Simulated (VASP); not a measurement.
Wanted: the native input for a VASP 6.6.1 run.

* Task: single point
* Functional: PBE
* Potentials or basis: VASP PAW PBE potentials, release 64 (Sc_sv, Te)
* Cutoff: 520 eV
* k mesh: 6 × 6 × 1
* Occupations: gaussian, width 0.1 eV
* Spin: no spin polarisation
* Dipole correction: no
* Further INCAR settings: ALGO = Fast; EDIFF = 1e-06; NBANDS = 40

The structure of Sc5Te lies in POSCAR:

```
Sc5Te
1.0
    3.4529837900      0.0000000000      0.0000000000
   -1.7264919000      2.9903716900      0.0000000000
    0.0000000000      0.0000000000     16.3780761800
Sc Te
5 1
Direct
    0.6666666700      0.3333333300      0.8533704300
    0.0000000000      0.0000000000      0.6760535800
    0.6666666700      0.3333333300      0.5000000000
    0.0000000000      0.0000000000      0.3239464200
    0.6666666700      0.3333333300      0.1466295700
    0.0000000000      0.0000000000      0.0000000000
```

The cell was generated, and may not be a known phase.

One way to write it, as run:

INCAR

```
SYSTEM = Sc5Te
PREC     = Accurate       ! precision mode
ENCUT    = 520            ! plane-wave cutoff, eV
EDIFF    = 1E-6           ! SCF threshold, eV
ISMEAR   = 0              ! smearing method
SIGMA    = 0.1            ! smearing width, eV
LREAL    = .FALSE.        ! projectors in reciprocal space
LASPH    = .TRUE.         ! aspherical terms in the spheres
NELM     = 100            ! most SCF steps
ALGO     = Fast           ! electronic algorithm
ISIF     = 2              ! what is computed and relaxed
LWAVE    = .FALSE.        ! write WAVECAR
LCHARG   = .TRUE.         ! write CHGCAR
GGA      = PE             ! functional
LELF     = .TRUE.         ! ELF
LVHAR    = .TRUE.       
NBANDS   = 40             ! bands
```

KPOINTS

```
regular mesh
0
G
  6 6 1
  0 0 0
```

Potentials or basis: VASP PAW PBE potentials, release 64 (Sc_sv, Te).

The run is started by

```bash
$ cat potpaw_PBE.64/Sc_sv/POTCAR potpaw_PBE.64/Te/POTCAR > POTCAR
$ mpirun -np 1 vasp_std > vasp.out
```

Results of the run:

```
Pressure               : -5.4 GPa
Largest force          : 0.070 eV/Å
Band gap on the k mesh : zero (an odd number of electrons rules out a gap without spin polarisation)
```

Caveat: the k points lie up to 0.38 Å⁻¹ apart, too coarse for converged energies and pressures of a metal; spin-orbit coupling is left out, which moves the levels of the heavy elements.

It took 91 s on 1 thread of Intel(R) Xeon(R) Platinum 8488C (Sapphire Rapids), with other jobs on the host, peak memory 0.31 GiB.
